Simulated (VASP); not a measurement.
The system is Sb.

```
CELL_PARAMETERS angstrom
4.93018 0.00000 0.00000
0.00000 4.93018 0.00000
0.00000 0.00000 4.93018
ATOMIC_POSITIONS crystal
Sb 0.03000 0.03000 0.03000
Sb 0.47000 0.97000 0.53000
Sb 0.53000 0.47000 0.97000
Sb 0.97000 0.53000 0.47000
```

| Quantity | Value |
| --- | --- |
| Program | VASP 6.6.1 |
| Task | relaxation of cell and atoms |
| Functional | PBE |
| Potentials or basis | VASP PAW PBE potentials, release 64 (Sb) |
| Cutoff | 600 eV |
| k mesh | 10 × 10 × 10 |
| Occupations | gaussian, width 0.1 eV |
| Spin | no spin polarisation |

At the start: pressure -2.6 GPa; volume 29.96 Å³/atom.

Q: Where does the relaxation end?

A: Over 18 steps the energy falls by 101.1 meV/atom and the volume is 33.39 Å³/atom (+11.5 %); space group P4_332 (No. 212, to 0.05 Å).

The path:
| step | energy change (eV) | largest force (eV/Å) | pressure (GPa) | volume (Å³) |
| --- | --- | --- | --- | --- |
| 1 | 0.0000 | 0.1661 | -2.63 | 119.84 |
| 2 | -0.0447 | 0.0115 | 1.29 | 111.52 |
| 3 | -0.0539 | 0.0425 | 0.03 | 113.82 |
| 4 | -0.0539 | 0.0453 | -0.02 | 113.94 |
| 5 | -0.0542 | 0.0459 | -0.02 | 113.99 |
| 6 | -0.0553 | 0.0481 | -0.02 | 114.15 |
| 7 | -0.0576 | 0.0517 | -0.01 | 114.46 |
| 8 | -0.0628 | 0.0577 | 0.03 | 115.10 |
| 9 | -0.0752 | 0.0668 | 0.15 | 116.37 |
| 10 | -0.1092 | 0.0971 | 0.42 | 118.94 |
| 11 | -0.2230 | 0.1285 | 0.91 | 124.19 |
| 12 | -0.3962 | 0.0372 | -0.62 | 135.15 |
| 13 | -0.3976 | 0.0337 | -0.57 | 135.03 |
| 14 | -0.4009 | 0.0231 | -0.42 | 134.65 |
| 15 | -0.4042 | 0.0039 | -0.14 | 133.89 |
| 16 | -0.4043 | 0.0012 | -0.06 | 133.67 |
| 17 | -0.4043 | 0.0020 | -0.06 | 133.64 |
| 18 | -0.4044 | 0.0012 | -0.03 | 133.58 |

Final structure:
```yaml
crystal:
  lattice:
    - [5.11183, 0.00000, 0.00000]
    - [0.00000, 5.11183, 0.00000]
    - [0.00000, 0.00000, 5.11183]
  atoms:
    - { symbol: Sb, position: [0.12530, 0.12530, 0.12530] }
    - { symbol: Sb, position: [0.37470, 0.87470, 0.62530] }
    - { symbol: Sb, position: [0.62530, 0.37470, 0.87470] }
    - { symbol: Sb, position: [0.87470, 0.62530, 0.37470] }
```
